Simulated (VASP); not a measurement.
Set up this calculation in VASP 6.6.1, as the native input.

```
Task                   : single point
Functional             : PBE
Potentials or basis    : VASP PAW PBE potentials, release 64 (Zr_sv, Ti_sv, C)
Cutoff                 : 520 eV
k mesh                 : 12 × 12 × 12
Occupations            : gaussian, width 0.1 eV
Spin                   : no spin polarisation
Dipole correction      : no
Further INCAR settings : ALGO = Normal; EDIFF = 1e-07; NBANDS = 42
```

The structure of ZrTi3C4 lies in POSCAR:

```
ZrTi3C4
1.0
   -2.2242579329      2.2242579329      4.4291168342
    2.2242579329     -2.2242579329      4.4291168342
    2.2242579329      2.2242579329     -4.4291168342
Zr Ti C
1 3 4
Direct
    0.5000000000      0.5000000000      0.0000000000
    0.0000000000      0.0000000000      0.0000000000
    0.7500000000      0.2500000000      0.5000000000
    0.2500000000      0.7500000000      0.5000000000
    0.2439418208      0.2439418208      0.0000000000
    0.0000000000      0.5000000000      0.5000000000
    0.7560581792      0.7560581792      0.0000000000
    0.5000000000      0.0000000000      0.5000000000
```

One way to write it, as run:

INCAR

```
ALGO = Normal ; EDIFF = 1E-7
ENCUT = 520 ; GGA = PE
ISIF = 2 ; ISMEAR = 0
LASPH = T ; LCHARG = F
LREAL = F ; LWAVE = F
NBANDS = 42 ; NELM = 80
PREC = Accurate ; SIGMA = 0.1
```

KPOINTS

```
k-points
0
Gamma
  12 12 12
```

Potentials or basis: VASP PAW PBE potentials, release 64 (Zr_sv, Ti_sv, C).

Command:

```console
$ cat potpaw_PBE.64/Zr_sv/POTCAR potpaw_PBE.64/Ti_sv/POTCAR potpaw_PBE.64/C/POTCAR > POTCAR
$ mpirun -np 1 vasp_std > vasp.out
```

Results of the run:

```yaml
Pressure: 0.3 GPa
Band_gap_on_the_k_mesh: zero (bands 32 and 33 overlap by 1.07 eV)
```

Run time: 18 min on 1 thread of Intel(R) Xeon(R) Platinum 8375C CPU @ 2.90GHz (Ice Lake), on a shared host, peak memory 0.62 GiB.
